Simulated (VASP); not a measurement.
# Be2Si3 (R-3m) in VASP: a series of runs

The runs below take Be2Si3 through single point, relaxation of cell and atoms, with PBE.

All numbers are computed with VASP 6.6.1; they aren't measurements. Logs are shortened: lines on timing, memory, paths and dates and some standing lists are left out, and cuts for length are marked.

### 1 The cell of the first run

It takes space group R-3m (No. 166, trigonal). The conventional cell has a = 3.115 Å, b = 3.115 Å, c = 21.662 Å, α = 90.00°, β = 90.00°, γ = 120.00°. Within 2.9 Å of Be (site symmetry 3m) lie 6 Si at 2.18 to 2.31 Å. Within 3.0 Å of Si (site symmetry -3m) lie 6 Be at 2.31 Å. Within 2.9 Å of Si (site symmetry 3m) lie 3 Be at 2.18 Å and 3 Si at 2.58 Å.

### 2 Single point, PBE

The input, INCAR:

```
SYSTEM = Be2Si3
PREC = Accurate
ENCUT = 520
EDIFF = 1E-7
ISMEAR = 0
SIGMA = 0.1
LREAL = .False.
LASPH = .True.
NELM = 100
ALGO = Normal
ISIF = 2
LWAVE = .False.
LCHARG = .True.
GGA = PE
LELF = .True.
LVHAR = .True.
NBANDS = 16
```

The input, KPOINTS:

```
Automatic mesh
0
Gamma
  6 6 6
  0 0 0
```

The input, POSCAR:

```
Be2Si3
1.0
    1.5576535051      0.8993116704      7.2205141244
   -1.5576535051      0.8993116704      7.2205141244
    0.0000000000     -1.7986233409      7.2205141244
Be Si
2 3
Direct
    0.4000000000      0.4000000000      0.4000000000
    0.6000000000      0.6000000000      0.6000000000
    0.0000000000      0.0000000000      0.0000000000
    0.2095000000      0.2095000000      0.2095000000
    0.7905000000      0.7905000000      0.7905000000
```

Potentials or basis: VASP PAW PBE potentials, release 64 (Be, Si).

Launch:

```sh
cat potpaw_PBE.64/Be/POTCAR potpaw_PBE.64/Si/POTCAR > POTCAR
mpirun -np 1 vasp_std > vasp.out
```

OUTCAR:

```text
SYSTEM = Be2Si3
   PREC = Accurate
   ENCUT = 520
   EDIFF = 1E-7
   ISMEAR = 0
   LREAL = .False.
   LASPH = .True.
   NELM = 100
   ISIF = 2
   GGA = PE

 ion  position               nearest neighbor table
   1  0.400  0.400  0.400-   5 2.18   5 2.18   5 2.18   3 2.31   3 2.31   3 2.31
   2  0.600  0.600  0.600-   4 2.18   4 2.18   4 2.18   3 2.31   3 2.31   3 2.31
   3  0.000  0.000  0.000-   2 2.31   1 2.31   2 2.31   2 2.31   1 2.31   1 2.31
   4  0.209  0.209  0.209-   2 2.18   2 2.18   2 2.18   5 2.58   5 2.58   5 2.58
   5  0.791  0.791  0.791-   1 2.18   1 2.18   1 2.18   4 2.58   4 2.58   4 2.58

  LATTYP: Found a trigonal (rhomboedric) cell.
 ALAT       =     7.4411605374
 COS(alpha) =     0.9123624232

  Lattice vectors:

 A1 = (   1.5576535051,   0.8993116704,   7.2205141244)
 A2 = (  -1.5576535051,   0.8993116704,   7.2205141244)
 A3 = (   0.0000000000,  -1.7986233409,   7.2205141244)

Analysis of symmetry for initial positions (statically):
=====================================================================
 Subroutine PRICEL returns:
 Original cell was already a primitive cell.

 Routine SETGRP: Setting up the symmetry group for a
 trigonal (rhombohedral) supercell.

 Subroutine GETGRP returns: Found 12 space group operations
 (whereof 12 operations were pure point group operations)
 out of a pool of 12 trial point group operations.

The static configuration has the point symmetry D_3d.

Analysis of symmetry for dynamics (positions and initial velocities):
=====================================================================
 Subroutine PRICEL returns:
 Original cell was already a primitive cell.

 Routine SETGRP: Setting up the symmetry group for a
 trigonal (rhombohedral) supercell.

 Subroutine GETGRP returns: Found 12 space group operations
 (whereof 12 operations were pure point group operations)
 out of a pool of 12 trial point group operations.

The dynamic configuration has the point symmetry D_3d.

 Subroutine INISYM returns: Found 12 space group operations
 (whereof 12 operations are pure point group operations),
 and found     1 'primitive' translations

----------------------------------------------------------------------------------------

                                     Primitive cell

  volume of cell :      60.6877

[... 91 lines left out ...]
   LASPH  =      T    aspherical Exc in radial PAW
   ENCUT  =  520.0 eV  38.22 Ry    6.18 a.u.  13.84 13.84 13.84*2*pi/ulx,y,z
   NELM   =    100;   NELMIN=  2; NELMDL= -5     # of ELM steps
   EDIFF  = 0.1E-06   stopping-criterion for ELM
   LREAL  =      F    real-space projection
   EDIFFG = 0.1E-05   stopping-criterion for IOM
   NSW    =      0    number of steps for IOM
   IBRION =     -1    ionic relax: 0-MD 1-quasi-New 2-CG
   NFREE  =      0    steps in history (QN), initial steepest desc. (CG)
   ISIF   =      2    stress and relaxation
   ISYM   =      2    0-nonsym 1-usesym 2-fastsym
   POTIM  = 0.5000    time-step for ionic-motion
   TEBEG  =    0.0;   TEEND  =   0.0 temperature during run
   PSTRESS=    0.0 pullay stress
   NELECT =      16.0000    total number of electrons
   NUPDOWN=      -1.0000    fix difference up-down
   EMIN   =  10.00;   EMAX   =-10.00  energy-range for DOS
   EFERMI =   0.00;   METHOD = LEGACY
   ISMEAR =     0;   SIGMA  =   0.10  broadening in eV -4-tet -1-fermi 0-gaus
   EFERMI_NEDOS =   21; number of points for ismear=-14 and -15
   IALGO  =     38    algorithm
   IMIX   =      4    mixing-type and parameters
     AMIX     =   0.40;   BMIX     =  1.00
     AMIX_MAG =   1.60;   BMIX_MAG =  1.00
  volume/ion in A,a.u.               =      12.14        81.91
  Fermi-wavevector in a.u.,A,eV,Ry     =   1.049739  1.983719 14.992967  1.101952
  Thomas-Fermi vector in A             =   2.184714
   LORBIT       =      0    0 simple, 1 ext, 2 COOP (PROOUT), +10 PAW based schemes
   GGA     = PE    functional components
   LHFCALC =     F    Hartree Fock is set to
   AEXX    =    0.0000 exact exchange contribution
   IVDW    =     0    specifies the selected vdW correction
   LEPSILON=     F    determine dielectric tensor
   LRPA    =     F    only Hartree local field effects (RPA)
 non-spin polarized calculation
 Gauss-broadening in eV      SIGMA  =   0.10
  energy-cutoff  :      520.00
  volume of cell :       60.69
 maximum number of plane-waves:      1648
   NGX = 27   NGY = 27   NGZ = 27

 number of electron      16.0000000 magnetization

 Free energy of the ion-electron system (eV)
  ---------------------------------------------------
  ext. energy  EPLUGINS =         0.00000000
  ---------------------------------------------------
  free energy    TOTEN  =       -20.86578094 eV

  energy without entropy =      -20.85664332  energy(sigma->0) =      -20.86121213

 E-fermi :   8.3981     XC(G=0): -10.8888

 val. band max:        8.3364389617   @ k =   0.3333   0.3333  -0.0000
 cond. band min:       8.4380134299   @ k =   0.5000  -0.0000  -0.0000
 fundamental gap:      0.1015744682
 Fermi energy:         8.3981058551

 k-point     1 :       0.0000    0.0000    0.0000
  band No.  band energies     occupation
      1      -4.6458      2.00000
      2      -2.3109      2.00000
      3      -1.5554      2.00000
      4       5.5797      2.00000
      5       5.7786      2.00000
      6      12.0180      0.00000
[... 433 lines left out ...]
      3       2.1745      2.00000
      4       3.7650      2.00000
      5       4.2182      2.00000
      6       5.2054      2.00000
[... 8 lines left out ...]
     15      15.2472      0.00000
     16      16.5672      0.00000

 [... further k-points ...]
[... 5 lines left out ...]
  --------------------------------------------------------------------------------------
  -------------------------------------------------------------------------------------
  Total        3.4475118      3.4475118      4.6157100      0.0000000     -0.0000000      0.0000000
  in kB       91.0156100     91.0156099    121.8564834      0.0000000     -0.0000000      0.0000000
  external PRESSURE =     101.2959011 kB  Pullay stress =       0.0000000 kB

 VOLUME and BASIS-vectors are now :
 -----------------------------------------------------------------------------
  energy-cutoff  :      520.00
  volume of cell :       60.69
      direct lattice vectors                 reciprocal lattice vectors
     1.557653505  0.899311670  7.220514124     0.320995650  0.185326925  0.046164764
    -1.557653505  0.899311670  7.220514124    -0.320995650  0.185326925  0.046164764
     0.000000000 -1.798623341  7.220514124     0.000000000 -0.370653850  0.046164764

 POSITION                                       TOTAL-FORCE (eV/Angst)
 -----------------------------------------------------------------------------------
      0.00000     -0.00000      8.66462         0.000000      0.000000     -0.866486
      0.00000     -0.00000     12.99693         0.000000     -0.000000      0.866486
      0.00000      0.00000      0.00000         0.000000      0.000000      0.000000
      0.00000     -0.00000      4.53809         0.000000      0.000000     -1.383700
      0.00000     -0.00000     17.12345         0.000000     -0.000000      1.383700
 -----------------------------------------------------------------------------------
    total drift:                               -0.000000     -0.000000     -0.000000

  FREE ENERGIE OF THE ION-ELECTRON SYSTEM (eV)
  ---------------------------------------------------
  free  energy   TOTEN  =       -20.8657809431 eV

  energy  without entropy=      -20.8566433246  energy(sigma->0) =      -20.86121213
```

OSZICAR:

```text
N       E                     dE             d eps       ncg     rms          rms(c)
DAV:   1     0.201546538003E+02    0.20155E+02   -0.61825E+03  1024   0.828E+02
DAV:   2    -0.201435395892E+02   -0.40298E+02   -0.36711E+02  1440   0.130E+02
DAV:   3    -0.213791241214E+02   -0.12356E+01   -0.12143E+01  1328   0.213E+01
DAV:   4    -0.213908468661E+02   -0.11723E-01   -0.11713E-01  1368   0.263E+00
DAV:   5    -0.213910090481E+02   -0.16218E-03   -0.16218E-03  1368   0.271E-01    0.583E+00
DAV:   6    -0.209235565309E+02    0.46745E+00   -0.71509E-01  1232   0.505E+00    0.308E+00
DAV:   7    -0.208725319788E+02    0.51025E-01   -0.24202E-01  1392   0.291E+00    0.122E+00
DAV:   8    -0.208667972021E+02    0.57348E-02   -0.39957E-02  1296   0.119E+00    0.361E-01
DAV:   9    -0.208657787023E+02    0.10185E-02   -0.36094E-03  1208   0.397E-01    0.132E-01
DAV:  10    -0.208657745539E+02    0.41484E-05   -0.34805E-04  1432   0.114E-01    0.853E-02
DAV:  11    -0.208657812096E+02   -0.66557E-05   -0.51640E-05  1264   0.437E-02    0.127E-02
DAV:  12    -0.208657818131E+02   -0.60354E-06   -0.38934E-06  1344   0.130E-02    0.474E-03
DAV:  13    -0.208657809609E+02    0.85218E-06   -0.10521E-06  1344   0.513E-03    0.181E-03
DAV:  14    -0.208657809431E+02    0.17834E-07   -0.86460E-08   832   0.152E-03
   1 F= -.20865781E+02 E0= -.20861212E+02  d E =-.913762E-02
```

stdout:

```text
POSCAR found type information on POSCAR BeSi
 POSCAR found :  2 types and       5 ions
 scaLAPACK will be used
 LDA part: xc-table for (Slater+PW92), standard interpolation
 POSCAR, INCAR and KPOINTS ok, starting setup
 FFT: planning ... GRIDC
 FFT: planning ... GRID_SOFT
 FFT: planning ... GRID
 WAVECAR not read
 entering main loop
```

Run time: 2.8 min. Hardware: 1 thread of AMD EPYC 7R43 (Zen 3), shared host; peak memory 0.35 GiB.

Results:

```
Free energy            : -20.8658 eV
Pressure               : 10.1 GPa
Largest force          : 1.384 eV/Å
Band gap on the k mesh : zero (band 8 reaches 12.29 eV, above the bottom of band 9 at 6.23 eV)
```

Forces on the atoms (eV/Å):
```
Be   0.000  0.000 -0.866
Be   0.000  0.000  0.866
Si   0.000  0.000  0.000
Si   0.000  0.000 -1.384
Si   0.000  0.000  1.384
```

Caveat: the k points lie up to 0.39 Å⁻¹ apart; forces of over 1 eV/Å act on the atoms, so gaps and moduli don't describe the material at rest.

### 3 Single point, PBE

This run uses another cell than the first one, of 12.80 Å³/atom, 1.055 times its volume.

The input, INCAR:

```
SYSTEM = Be2Si3
  ALGO = Normal
  EDIFF = 1E-7
  ENCUT = 520
  GGA = PE
  ISIF = 2
  ISMEAR = 0
  LASPH = .TRUE.
  LCHARG = .FALSE.
  LREAL = .FALSE.
  LWAVE = .FALSE.
  NBANDS = 16
  NELM = 80
  PREC = Accurate
  SIGMA = 0.1
```

The input, KPOINTS:

```
k-points
0
G
  6 6 6
  0 0 0
```

The input, POSCAR:

```
Be2Si3
1.0
    1.4741466537      0.8510989673      8.5049647402
   -1.4741466537      0.8510989673      8.5049647402
    0.0000000000     -1.7021979346      8.5049647402
Be Si
2 3
Direct
    0.3982980575      0.3982980575      0.3982980575
    0.6017019425      0.6017019425      0.6017019425
    0.0000000000      0.0000000000      0.0000000000
    0.2031425118      0.2031425118      0.2031425118
    0.7968574882      0.7968574882      0.7968574882
```

Potentials or basis: VASP PAW PBE potentials, release 64 (Be, Si).

Launch:

```sh
cat potpaw_PBE.64/Be/POTCAR potpaw_PBE.64/Si/POTCAR > POTCAR
mpirun -np 1 vasp_std > vasp.out
```

Run time: 5.3 min. Hardware: 1 thread of AMD EPYC 7R43 (Zen 3), shared host; peak memory 0.59 GiB.

Results (log left out):

| Property | Result |
| --- | --- |
| Free energy | -21.6172 eV |
| Pressure | 0.1 GPa |
| Largest force | 0.011 eV/Å |
| Band gap on the k mesh | zero (band 8 reaches 13.70 eV, above the bottom of band 9 at 5.56 eV) |

Forces on the atoms (eV/Å):
```
Be   0.000  0.000  0.001
Be   0.000  0.000 -0.001
Si   0.000  0.000  0.000
Si   0.000  0.000 -0.011
Si   0.000  0.000  0.011
```

Stress tensor (GPa, compression positive):
```
0.01 0.00 0.00
0.00 0.01 0.00
0.00 0.00 0.30
```

Levels at points of the mesh, in eV from the Fermi level:
| k point | band 4 | band 5 | band 6 | band 7 | band 8 | band 9 | band 10 | band 11 | band 12 | band 13 |
| --- | --- | --- | --- | --- | --- | --- | --- | --- | --- | --- |
| (0.00, 0.00, 0.00) | -5.43 | -5.18 | 3.46 | 4.91 | 5.33 | 5.33 | 5.72 | 5.72 | 6.61 | 6.61 |
| (0.50, 0.00, 0.00) | -6.30 | -5.08 | -4.83 | -1.66 | -1.24 | 0.60 | 1.19 | 1.80 | 1.87 | 4.11 |
| (0.50, 0.50, 0.00) | -6.11 | -4.53 | -4.40 | -3.46 | -0.69 | 0.96 | 1.56 | 1.71 | 2.75 | 3.14 |
| (0.50, 0.50, 0.50) | -7.50 | -2.74 | 0.73 | 5.38 | 5.38 | 5.78 | 5.78 | 6.06 | 6.06 | 8.47 |

Caveat: the k points lie up to 0.41 Å⁻¹ apart.

### 4 Relaxation of cell and atoms, PBE

The input, INCAR:

```
SYSTEM = Be2Si3
PREC = Accurate ; ENCUT = 600
EDIFF = 1E-6 ; ISMEAR = 0
SIGMA = 0.1 ; LREAL = .False.
LASPH = .True. ; NELM = 60
ALGO = Normal ; ISIF = 3
LWAVE = .False. ; LCHARG = .False.
GGA = PE ; IBRION = 2
NSW = 90 ; EDIFFG = -0.04
```

The input, KPOINTS:

```
Automatic mesh
0
Gamma
  6 6 6
  0 0 0
```

The input, POSCAR:

```
Be2Si3
1.0
    1.5576535051      0.8993116704      7.2205141244
   -1.5576535051      0.8993116704      7.2205141244
    0.0000000000     -1.7986233409      7.2205141244
Be Si
2 3
Direct
    0.4000000000      0.4000000000      0.4000000000
    0.6000000000      0.6000000000      0.6000000000
    0.0000000000      0.0000000000      0.0000000000
    0.2095000000      0.2095000000      0.2095000000
    0.7905000000      0.7905000000      0.7905000000
```

Launch:

```sh
cat potpaw_PBE.64/Be/POTCAR potpaw_PBE.64/Si/POTCAR > POTCAR
mpirun -np 1 vasp_std > vasp.out
```

Wall time 29 min (1 thread of AMD EPYC 7R43 (Zen 3), shared host); peak memory 0.47 GiB.

Results (log left out):

| Item | Value |
| --- | --- |
| Free energy | -21.6169 eV |
| Relaxed volume | 12.85 Å³/atom |
| Relaxed cell | a = 8.685 Å, b = 8.685 Å, c = 8.685 Å, α = 19.57°, β = 19.57°, γ = 19.57° |
| Space group after relaxing (to 0.05 Å) | R-3m (No. 166) |
| Energy gained by relaxing | 150.2 meV/atom |
| Ionic steps | 19 |
| Pressure after relaxing | -0.2 GPa |
| Largest force after relaxing | 0.023 eV/Å |
| Band gap on the k mesh | zero (band 8 reaches 13.64 eV, above the bottom of band 9 at 5.53 eV) |

Forces in eV/Å, atoms in the order of the input:
```
Be   0.000  0.000 -0.006
Be   0.000  0.000  0.006
Si   0.000  0.000  0.000
Si   0.000  0.000 -0.023
Si   0.000  0.000  0.023
```

The path:
```
step  energy change (eV)  largest force (eV/Å)  pressure (GPa)  volume (Å³)
   1              0.0000                1.3839           10.14        60.69
   2             -0.3261                0.5467           -2.09        67.68
   3             -0.3261                0.5508           -2.04        67.64
   4             -0.3794                0.2392           -0.76        66.69
   5             -0.4028                0.2074            0.96        65.69
   6             -0.4580                0.3345            0.52        65.81
   7             -0.6188                1.2785           -0.58        65.89
   8             -0.2654                1.6332           -2.82        64.79
   9             -0.6062                1.5786           -1.26        65.74
  10             -0.6227                1.5300           -0.84        65.83
  11             -0.6411                1.3904           -1.28        65.83
  12             -0.6471                1.2638           -1.67        65.81
  13             -0.6624                1.1630           -1.58        65.69
  14             -0.7006                0.8708           -1.28        65.32
  15             -0.7438                0.3263           -0.48        64.59
  16             -0.7493                0.0734            0.02        64.23
  17             -0.7492                0.0523            0.06        64.20
  18             -0.7502                0.0264           -0.04        64.21
  19             -0.7509                0.0232           -0.23        64.25
```

Final structure:
```
CELL_PARAMETERS angstrom
1.47578 0.85204 8.51575
-1.47578 0.85204 8.51575
0.00000 -1.70409 8.51575
ATOMIC_POSITIONS crystal
Be 0.39832 0.39832 0.39832
Be 0.60168 0.60168 0.60168
Si 0.00000 0.00000 0.00000
Si 0.20315 0.20315 0.20315
Si 0.79685 0.79685 0.79685
```

Levels at points of the mesh, in eV from the Fermi level:
```csv
k point,band 4,band 5,band 6,band 7,band 8,band 9,band 10,band 11,band 12
"(0.00, 0.00, 0.00)",-5.41,-5.16,3.46,4.89,5.32,5.32,5.71,5.71,6.60
"(0.50, 0.00, 0.00)",-6.27,-5.07,-4.82,-1.65,-1.24,0.60,1.19,1.80,1.86
"(0.50, 0.50, 0.00)",-6.09,-4.52,-4.38,-3.44,-0.68,0.97,1.57,1.70,2.75
"(0.50, 0.50, 0.50)",-7.48,-2.73,0.73,5.36,5.36,5.77,5.77,6.05,6.05
```

Caveat: the k points lie up to 0.41 Å⁻¹ apart in the final cell.

### 5 Single point, PBE

This run uses another cell than the first one, of 12.82 Å³/atom, 1.057 times its volume.

The input, INCAR:

```
PREC = Accurate
ENCUT = 520
EDIFF = 1E-7
ISMEAR = 0
SIGMA = 0.1
LREAL = False
LASPH = True
NELM = 100
ALGO = Normal
ISIF = 2
LWAVE = False
LCHARG = False
GGA = PE
NBANDS = 16
```

The input, KPOINTS:

```
regular mesh
0
Gamma
  12 12 12
```

The input, POSCAR:

```
Be2Si3
1.0
    1.4722226503      0.8499881434      8.5397009442
   -1.4722226503      0.8499881434      8.5397009442
    0.0000000000     -1.6999762869      8.5397009442
Be Si
2 3
Direct
    0.3992161464      0.3992161464      0.3992161464
    0.6007838536      0.6007838536      0.6007838536
    0.0000000000      0.0000000000      0.0000000000
    0.2024867855      0.2024867855      0.2024867855
    0.7975132145      0.7975132145      0.7975132145
```

Launch:

```sh
cat potpaw_PBE.64/Be/POTCAR potpaw_PBE.64/Si/POTCAR > POTCAR
mpirun -np 1 vasp_std > vasp.out
```

Wall time 31 min (1 thread of AMD EPYC 7R43 (Zen 3), shared host); peak memory 0.68 GiB.

It converged, with:

- Free energy: -21.5308 eV
- Pressure: 0.0 GPa
- Largest force: 0.007 eV/Å
- Band gap on the k mesh: zero (band 8 reaches 13.73 eV, above the bottom of band 9 at 5.60 eV)

Forces in eV/Å, atoms in the order of the input:
```
Be   0.000  0.000 -0.001
Be   0.000  0.000  0.001
Si   0.000  0.000  0.000
Si   0.000  0.000 -0.007
Si   0.000  0.000  0.007
```

Levels at points of the mesh, in eV from the Fermi level:
```
           k point  band 5  band 6  band 7  band 8  band 9  band 10  band 11  band 12
(0.00, 0.00, 0.00)   -5.35    3.40    4.59    5.29    5.29     5.69     5.69     6.59
(0.50, 0.00, 0.00)   -5.18   -4.86   -1.76   -1.35    0.57     1.13     1.68     1.77
(0.50, 0.50, 0.00)   -4.62   -4.44   -3.56   -0.74    0.92     1.43     1.57     2.67
(0.50, 0.50, 0.50)   -2.91    0.61    5.34    5.34    5.77     5.77     6.01     6.01
```

### 6 Overview

```tsv
task	cell	k mesh	cutoff (eV)	gap on the mesh (eV)	pressure (GPa)	largest force (eV/Å)
single point	a = 7.441 Å, angles 24.2°, 5 atoms	6 × 6 × 6	520	none	10.1	1.38
single point	a = 8.674 Å, angles 19.6°, 5 atoms	6 × 6 × 6	520	none	0.1	0.01
relaxation of cell and atoms	relaxed from a = 7.441 Å, angles 24.2°, 5 atoms	6 × 6 × 6	600	none	-0.2	0.02
single point	a = 8.707 Å, angles 19.5°, 5 atoms	12 × 12 × 12	520	none	0.0	0.01
```

Alike in all rows: level PBE; potentials or basis VASP PAW PBE potentials, release 64 (Be, Si); no spin polarisation; smearing gaussian 0.1 eV.

Caveats: some runs use coarse meshes; forces of over 1 eV/Å act on the atoms, so gaps and moduli don't describe the material at rest (some runs).

Absolute energies hang on the potentials; compare differences alone.
